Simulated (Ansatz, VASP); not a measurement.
## Al3GaN4: VASP beside Ansatz

```
Al Ga N
1.0
     0.00000   -4.40699    0.00000
     0.00000    0.00000   -4.40699
     8.81399   -0.44070    0.00000
Al Ga N
6 2 8
Direct
  0.49388 0.00000 0.06120
  0.44388 0.00000 0.56120
  0.99388 0.50000 0.06120
  0.94388 0.50000 0.56120
  0.46888 0.50000 0.31120
  0.41888 0.50000 0.81120
  0.96888 0.00000 0.31120
  0.91888 0.00000 0.81120
  0.23694 0.74471 0.18355
  0.18694 0.74471 0.68355
  0.72635 0.25529 0.18355
  0.67635 0.25529 0.68355
  0.16141 0.25529 0.93885
  0.21141 0.25529 0.43885
  0.65082 0.74471 0.93885
  0.70082 0.74471 0.43885
```

Alike in both runs: task single point; functional PBEsol; k mesh 5 × 5 × 3; occupations gaussian, width 0.05 eV; no spin polarisation.

|  | VASP | Ansatz |
| --- | --- | --- |
| version | VASP 6.6.1 | Ansatz 0.2.0 |
| potentials or method | VASP PAW PBE potentials, release 64 (Al, Ga_d, N), cutoff 520 eV | scalar-relativistic, plane waves, PAW |
| valence electrons in the cell | 84 | 84 |

VASP gave:

| Quantity | Value |
| --- | --- |
| gap on the k mesh at the Fermi level (eV) | 2.96 |
| least direct gap on the mesh (eV) | 2.96 |
| pressure (GPa) | 3.2 |
| traceless stress, the component that is largest in VASP (GPa) | 10.15 |
| rms of the force components (eV/Å) | 1.360 |

**Question.** What did Ansatz give for the same quantities?

**Answer.** gap on the k mesh at the Fermi level (eV): 2.97; least direct gap on the mesh (eV): 2.97; pressure (GPa): 3.2; traceless stress, the component that is largest in VASP (GPa): 10.03; rms of the force components (eV/Å): 1.338.

VASP's potentials were made for PBE, not for PBEsol. Atom by atom the forces differ by 0.023 eV/Å (rms over components).
